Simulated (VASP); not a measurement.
# CoSi (P2_13) in VASP: notebook

CoSi is run at these levels: PBE; tasks: relaxation of cell and atoms.

All numbers are computed with VASP 6.6.1; they aren't measurements. Logs are shortened: lines on timing, memory, paths and dates and some standing lists are left out, and cuts for length are marked.

## (1) The cell of the first run

Symmetry: P2_13, No. 198, cubic system. Conventional cell: a = 4.431 Å, b = 4.431 Å, c = 4.431 Å, α = 90.00°, β = 90.00°, γ = 90.00°. Co (site symmetry 3) has 7 Si at 2.32 to 2.43 Å and 6 Co at 2.72 Å within 3.1 Å. Si (site symmetry 3) has 7 Co at 2.32 to 2.43 Å and 6 Si at 2.74 Å within 3.1 Å.

## (2) Relaxation of cell and atoms, PBE

INCAR reads:

```
SYSTEM = CoSi
ALGO = Normal
EDIFF = 1E-6
EDIFFG = -0.001
ENCUT = 600
GGA = PE
IBRION = 2
ISIF = 3
ISMEAR = -1
LASPH = .TRUE.
LCHARG = .FALSE.
LREAL = .FALSE.
LWAVE = .FALSE.
NELM = 80
NSW = 80
PREC = Accurate
SIGMA = 0.15
```

KPOINTS reads:

```
k-points
0
G
  8 8 8
  0 0 0
```

POSCAR reads:

```
CoSi
1.0
    4.4308490675      0.0000000000      0.0000000000
    0.0000000000      4.4308490675      0.0000000000
    0.0000000000      0.0000000000      4.4308490675
Co Si
4 4
Direct
    0.1450189122      0.1450189122      0.1450189122
    0.3549810878      0.8549810878      0.6450189122
    0.6450189122      0.3549810878      0.8549810878
    0.8549810878      0.6450189122      0.3549810878
    0.8431597104      0.8431597104      0.8431597104
    0.6568402896      0.1568402896      0.3431597104
    0.3431597104      0.6568402896      0.1568402896
    0.1568402896      0.3431597104      0.6568402896
```

Potentials or basis: VASP PAW PBE potentials, release 64 (Co, Si).

Command:

```sh
$ cat potpaw_PBE.64/Co/POTCAR potpaw_PBE.64/Si/POTCAR > POTCAR
$ mpirun -np 1 vasp_std > vasp.out
```

OUTCAR:

```text
SYSTEM = CoSi
   EDIFF = 1E-6
   EDIFFG = -0.001
   ENCUT = 600
   GGA = PE
   IBRION = 2
   ISIF = 3
   ISMEAR = -1
   LASPH = .TRUE.
   LREAL = .FALSE.
   NELM = 80
   NSW = 80
   PREC = Accurate

 ion  position               nearest neighbor table
   1  0.145  0.145  0.145-   5 2.32   6 2.34   7 2.34   8 2.34   7 2.43   8 2.43   6 2.43   3 2.72
                             4 2.72   2 2.72   2 2.72   4 2.72   3 2.72
   2  0.355  0.855  0.645-   6 2.32   5 2.34   7 2.34   8 2.34   7 2.43   8 2.43   5 2.43   1 2.72
                             1 2.72   3 2.72   3 2.72   4 2.72   4 2.72
   3  0.645  0.355  0.855-   7 2.32   6 2.34   5 2.34   8 2.34   8 2.43   6 2.43   5 2.43   1 2.72
                             4 2.72   2 2.72   2 2.72   4 2.72   1 2.72
   4  0.855  0.645  0.355-   8 2.32   6 2.34   7 2.34   5 2.34   6 2.43   5 2.43   7 2.43   1 2.72
                             3 2.72   2 2.72   1 2.72   2 2.72   3 2.72
   5  0.843  0.843  0.843-   1 2.32   2 2.34   3 2.34   4 2.34   3 2.43   4 2.43   2 2.43   6 2.74
                             7 2.74   8 2.74   6 2.74   8 2.74   7 2.74
   6  0.657  0.157  0.343-   2 2.32   1 2.34   3 2.34   4 2.34   3 2.43   4 2.43   1 2.43   8 2.74
                             5 2.74   5 2.74   7 2.74   7 2.74   8 2.74
   7  0.343  0.657  0.157-   3 2.32   2 2.34   1 2.34   4 2.34   4 2.43   2 2.43   1 2.43   8 2.74
                             5 2.74   8 2.74   6 2.74   6 2.74   5 2.74
   8  0.157  0.343  0.657-   4 2.32   2 2.34   3 2.34   1 2.34   2 2.43   1 2.43   3 2.43   7 2.74
                             5 2.74   7 2.74   5 2.74   6 2.74   6 2.74

  LATTYP: Found a simple cubic cell.
 ALAT       =     4.4308490675

  Lattice vectors:

 A1 = (   4.4308490675,   0.0000000000,   0.0000000000)
 A2 = (   0.0000000000,   4.4308490675,   0.0000000000)
 A3 = (   0.0000000000,   0.0000000000,   4.4308490675)

Analysis of symmetry for initial positions (statically):
=====================================================================
 Subroutine PRICEL returns:
 Original cell was already a primitive cell.

 Routine SETGRP: Setting up the symmetry group for a
 simple cubic supercell.

 Subroutine GETGRP returns: Found 12 space group operations
 (whereof  3 operations were pure point group operations)
 out of a pool of 48 trial point group operations.

The static configuration has the point symmetry C_3 .
 The point group associated with its full space group is T   .

Analysis of symmetry for dynamics (positions and initial velocities):
=====================================================================
 Subroutine PRICEL returns:
 Original cell was already a primitive cell.

 Routine SETGRP: Setting up the symmetry group for a
 simple cubic supercell.

 Subroutine GETGRP returns: Found 12 space group operations
 (whereof  3 operations were pure point group operations)
 out of a pool of 48 trial point group operations.

The dynamic configuration has the point symmetry C_3 .
 The point group associated with its full space group is T   .

 Subroutine INISYM returns: Found 12 space group operations
 (whereof  3 operations are pure point group operations),
 and found     1 'primitive' translations

----------------------------------------------------------------------------------------

                                     Primitive cell

  volume of cell :      86.9883

  direct lattice vectors                    reciprocal lattice vectors
     4.430849067  0.000000000  0.000000000     0.225690378  0.000000000  0.000000000
     0.000000000  4.430849067  0.000000000     0.000000000  0.225690378  0.000000000
     0.000000000  0.000000000  4.430849067     0.000000000  0.000000000  0.225690378

  length of vectors
     4.430849067  4.430849067  4.430849067     0.225690378  0.225690378  0.225690378

  position of ions in fractional coordinates (direct lattice)
     0.145018912  0.145018912  0.145018912
     0.354981088  0.854981088  0.645018912
     0.645018912  0.354981088  0.854981088
     0.854981088  0.645018912  0.354981088
     0.843159710  0.843159710  0.843159710
     0.656840290  0.156840290  0.343159710
     0.343159710  0.656840290  0.156840290
     0.156840290  0.343159710  0.656840290

  ion indices of the primitive-cell ions
   primitive index   ion index
                 1           1
                 2           2
                 3           3
                 4           4
                 5           5
                 6           6
                 7           7
                 8           8

----------------------------------------------------------------------------------------

 KPOINTS: k-points

Automatic generation of k-mesh.
 Grid dimensions read from file:
 generate k-points for:    8    8    8

 Generating k-lattice:

  Cartesian coordinates                     Fractional coordinates (reciprocal lattice)
     0.028211297  0.000000000  0.000000000     0.125000000  0.000000000  0.000000000
     0.000000000  0.028211297  0.000000000     0.000000000  0.125000000  0.000000000
     0.000000000  0.000000000  0.028211297     0.000000000  0.000000000  0.125000000

  Length of vectors
     0.028211297  0.028211297  0.028211297

  Shift w.r.t. Gamma in fractional coordinates (k-lattice)
     0.000000000  0.000000000  0.000000000

 Subroutine IBZKPT returns following result:
 ===========================================

 Found     45 irreducible k-points:

 Following reciprocal coordinates:
            Coordinates               Weight
  0.000000  0.000000  0.000000      1.000000
  0.125000  0.000000  0.000000      6.000000
  0.250000  0.000000  0.000000      6.000000
  0.375000  0.000000  0.000000      6.000000
  0.500000  0.000000  0.000000      3.000000
  0.125000  0.125000  0.000000     12.000000
[... 16 lines left out ...]
  0.250000  0.125000  0.125000     24.000000
  0.375000  0.125000  0.125000     24.000000
 [... further k-points ...]
   k-points           NKPTS =     45   k-points in BZ     NKDIM =     45   number of bands    NBANDS=     31
   number of dos      NEDOS =    301   number of ions     NIONS =      8
   total plane-waves  NPLWV =  46656
   dimension x,y,z NGX =    36 NGY =   36 NGZ =   36
   dimension x,y,z NGXF=    72 NGYF=   72 NGZF=   72
   ions per type =               4   4
   NGX,Y,Z   is equivalent  to a cutoff of  13.51, 13.51, 13.51 a.u.
   NGXF,Y,Z  is equivalent  to a cutoff of  27.01, 27.01, 27.01 a.u.
 SYSTEM =  CoSi
   PREC   = accura    normal or accurate (medium, high low for compatibility)
   ISTART =      0    job   : 0-new  1-cont  2-samecut
   ICHARG =      2    charge: 1-file 2-atom 10-const
   ISPIN  =      1    spin polarized calculation?
   LNONCOLLINEAR =      F non collinear calculations
   LSORBIT =      F    spin-orbit coupling
   LASPH  =      T    aspherical Exc in radial PAW
   ENCUT  =  600.0 eV  44.10 Ry    6.64 a.u.   8.85  8.85  8.85*2*pi/ulx,y,z
   NELM   =     80;   NELMIN=  2; NELMDL= -5     # of ELM steps
   EDIFF  = 0.1E-05   stopping-criterion for ELM
   LREAL  =      F    real-space projection
   EDIFFG = -.1E-02   stopping-criterion for IOM
   NSW    =     80    number of steps for IOM
   IBRION =      2    ionic relax: 0-MD 1-quasi-New 2-CG
   NFREE  =      1    steps in history (QN), initial steepest desc. (CG)
   ISIF   =      3    stress and relaxation
   ISYM   =      2    0-nonsym 1-usesym 2-fastsym
   POTIM  = 0.5000    time-step for ionic-motion
   TEBEG  =    0.0;   TEEND  =   0.0 temperature during run
   PSTRESS=    0.0 pullay stress
   NELECT =      52.0000    total number of electrons
   NUPDOWN=      -1.0000    fix difference up-down
   EMIN   =  10.00;   EMAX   =-10.00  energy-range for DOS
   EFERMI =   0.00;   METHOD = LEGACY
   ISMEAR =    -1;   SIGMA  =   0.15  broadening in eV -4-tet -1-fermi 0-gaus
   EFERMI_NEDOS =   21; number of points for ismear=-14 and -15
   IALGO  =     38    algorithm
   IMIX   =      4    mixing-type and parameters
     AMIX     =   0.40;   BMIX     =  1.00
     AMIX_MAG =   1.60;   BMIX_MAG =  1.00
  volume/ion in A,a.u.               =      10.87        73.38
  Fermi-wavevector in a.u.,A,eV,Ry     =   1.379079  2.606080 25.876342  1.901858
  Thomas-Fermi vector in A             =   2.504081
   LORBIT       =      0    0 simple, 1 ext, 2 COOP (PROOUT), +10 PAW based schemes
   GGA     = PE    functional components
   LHFCALC =     F    Hartree Fock is set to
   AEXX    =    0.0000 exact exchange contribution
   IVDW    =     0    specifies the selected vdW correction
   LEPSILON=     F    determine dielectric tensor
   LRPA    =     F    only Hartree local field effects (RPA)
 conjugate gradient relaxation of ions
 non-spin polarized calculation
  energy-cutoff  :      600.00
  volume of cell :       86.99
 maximum number of plane-waves:      2945
   NGX = 17   NGY = 17   NGZ = 17

--------------------------------------- Ionic step        1  -------------------------------------------

 number of electron      52.0000004 magnetization

 Free energy of the ion-electron system (eV)
  ---------------------------------------------------
  ext. energy  EPLUGINS =         0.00000000
  ---------------------------------------------------
  free energy    TOTEN  =       -54.83466598 eV

  energy without entropy =      -54.61426003  energy(sigma->0) =      -54.72446300

------------------------ aborting loop because EDIFF is reached ----------------------------------------

  FORCE on cell =-STRESS in cart. coord.  units (eV):
  Direction    XX          YY          ZZ          XY          YZ          ZX
  --------------------------------------------------------------------------------------
  -------------------------------------------------------------------------------------
  Total        0.1054641      0.1054641      0.1054641      0.0000000      0.0000000      0.0000000
  in kB        1.9424702      1.9424702      1.9424702      0.0000000      0.0000000      0.0000000
  external PRESSURE =       1.9424702 kB  Pullay stress =       0.0000000 kB
[... 107 lines left out ...]
  FREE ENERGIE OF THE ION-ELECTRON SYSTEM (eV)
  ---------------------------------------------------
  free  energy   TOTEN  =       -54.8347281011 eV

  energy  without entropy=      -54.6137749837  energy(sigma->0) =      -54.72425154

[... ionic steps 4 to 30 ...]

--------------------------------------- Ionic step       31  -------------------------------------------

 number of electron      52.0000005 magnetization

------------------------ aborting loop because EDIFF is reached ----------------------------------------

  FORCE on cell =-STRESS in cart. coord.  units (eV):
  Direction    XX          YY          ZZ          XY          YZ          ZX
  --------------------------------------------------------------------------------------
  -------------------------------------------------------------------------------------
  Total        0.0080365      0.0080365      0.0080365      0.0000000      0.0000000      0.0000000
  in kB        0.1478620      0.1478620      0.1478620      0.0000000      0.0000000      0.0000000
  external PRESSURE =       0.1478620 kB  Pullay stress =       0.0000000 kB
[... 69 lines left out ...]
  energy  without entropy=      -54.6136109206  energy(sigma->0) =      -54.72418872

--------------------------------------- Ionic step       33  -------------------------------------------

 number of electron      52.0000005 magnetization

 Free energy of the ion-electron system (eV)
  ---------------------------------------------------
  ext. energy  EPLUGINS =         0.00000000
  ---------------------------------------------------
  free energy    TOTEN  =       -54.83476651 eV

  energy without entropy =      -54.61360642  energy(sigma->0) =      -54.72418646

 E-fermi :  12.2292     XC(G=0): -12.8616

 val. band max:       12.2238159709   @ k =   0.3750   0.3750   0.3750
 cond. band min:      12.3462078161   @ k =   0.5000   0.5000   0.2500
 fundamental gap:      0.1223918452
 Fermi energy:        12.2291713728

 k-point     1 :       0.0000    0.0000    0.0000
  band No.  band energies     occupation
      1      -1.5709      2.00000
      2       3.9199      2.00000
      3       3.9199      2.00000
      4       3.9199      2.00000
      5       6.6194      2.00000
      6       6.6194      2.00000
[... 805 lines left out ...]
     30      14.0737      0.00001
     31      14.9252      0.00000

 [... further k-points ...]
[... 5 lines left out ...]
  --------------------------------------------------------------------------------------
  -------------------------------------------------------------------------------------
  Total       -0.0046809     -0.0046809     -0.0046809      0.0000000      0.0000000      0.0000000
  in kB       -0.0861237     -0.0861237     -0.0861237      0.0000000      0.0000000      0.0000000
  external PRESSURE =      -0.0861237 kB  Pullay stress =       0.0000000 kB
[... 23 lines left out ...]
  FREE ENERGIE OF THE ION-ELECTRON SYSTEM (eV)
  ---------------------------------------------------
  free  energy   TOTEN  =       -54.8347665133 eV

  energy  without entropy=      -54.6136064156  energy(sigma->0) =      -54.72418646

 reached required accuracy - stopping structural energy minimisation
```

Wall time 31 min (1 thread of Intel Xeon 8259CL, shared host); peak memory 0.29 GiB.

Results:

```yaml
Free_energy: -54.8348 eV
Relaxed_volume: 10.88 Å³/atom
Relaxed_cell: a = 4.432 Å, b = 4.432 Å, c = 4.432 Å, α = 90.00°, β = 90.00°, γ = 90.00°
Space_group_after_relaxing_to_0.1_Å: P2_13 (No. 198)
Energy_gained_by_relaxing: 0.0 meV/atom
Ionic_steps: 33
Pressure_after_relaxing: 0.0 GPa
Band_gap_on_the_k_mesh: zero (bands 26 and 27 overlap by 0.21 eV)
```

The path:
| step | energy change (eV) | largest force (eV/Å) | pressure (GPa) | volume (Å³) |
| --- | --- | --- | --- | --- |
| 1 | 0.0000 | 0.0123 | 0.19 | 86.99 |
| 2 | 0.0000 | 0.0118 | -0.21 | 87.15 |
| 3 | -0.0001 | 0.0119 | -0.04 | 87.07 |
| 4 | -0.0001 | 0.0120 | -0.02 | 87.07 |
| 5 | -0.0001 | 0.0081 | -0.05 | 87.07 |
| 6 | -0.0001 | 0.0043 | 0.06 | 87.06 |
| 7 | -0.0001 | 0.0033 | 0.06 | 87.07 |
| 8 | -0.0001 | 0.0042 | -0.04 | 87.11 |
| 9 | -0.0001 | 0.0037 | -0.05 | 87.09 |
| 10 | -0.0001 | 0.0035 | 0.00 | 87.08 |
| 11 | -0.0001 | 0.0036 | 0.07 | 87.08 |
| 12 | -0.0001 | 0.0028 | -0.06 | 87.13 |
| 13 | -0.0001 | 0.0030 | -0.15 | 87.10 |
| 14 | -0.0001 | 0.0033 | -0.10 | 87.09 |
| 15 | -0.0001 | 0.0034 | -0.03 | 87.08 |
| 16 | -0.0001 | 0.0036 | 0.08 | 87.08 |
| 17 | -0.0001 | 0.0034 | -0.06 | 87.08 |
| 18 | -0.0001 | 0.0035 | 0.02 | 87.08 |
| 19 | -0.0001 | 0.0035 | -0.01 | 87.08 |
| 20 | -0.0001 | 0.0019 | -0.09 | 87.08 |
| 21 | -0.0001 | 0.0010 | -0.05 | 87.08 |
| 22 | -0.0001 | 0.0012 | 0.07 | 87.08 |
| 23 | -0.0001 | 0.0015 | -0.03 | 87.08 |
| 24 | -0.0001 | 0.0014 | 0.00 | 87.08 |
| 25 | -0.0001 | 0.0013 | 0.00 | 87.08 |
| 26 | -0.0001 | 0.0013 | 0.00 | 87.08 |
| 27 | -0.0001 | 0.0013 | 0.00 | 87.08 |
| 28 | -0.0001 | 0.0013 | 0.00 | 87.08 |
| 29 | -0.0001 | 0.0013 | 0.00 | 87.08 |
| 30 | -0.0001 | 0.0012 | 0.00 | 87.08 |
| 31 | -0.0001 | 0.0010 | 0.01 | 87.08 |
| 32 | -0.0001 | 0.0009 | 0.03 | 87.08 |
| 33 | -0.0001 | 0.0008 | -0.01 | 87.08 |

Final structure:
```
CELL_PARAMETERS angstrom
4.43240 0.00000 0.00000
0.00000 4.43240 0.00000
0.00000 0.00000 4.43240
ATOMIC_POSITIONS crystal
Co 0.14477 0.14477 0.14477
Co 0.35523 0.85523 0.64477
Co 0.64477 0.35523 0.85523
Co 0.85523 0.64477 0.35523
Si 0.84320 0.84320 0.84320
Si 0.65680 0.15680 0.34320
Si 0.34320 0.65680 0.15680
Si 0.15680 0.34320 0.65680
```

(Part 1 of 2 ends here.)

The gap in the log of VASP goes by the Fermi energy; the results here count the filled bands.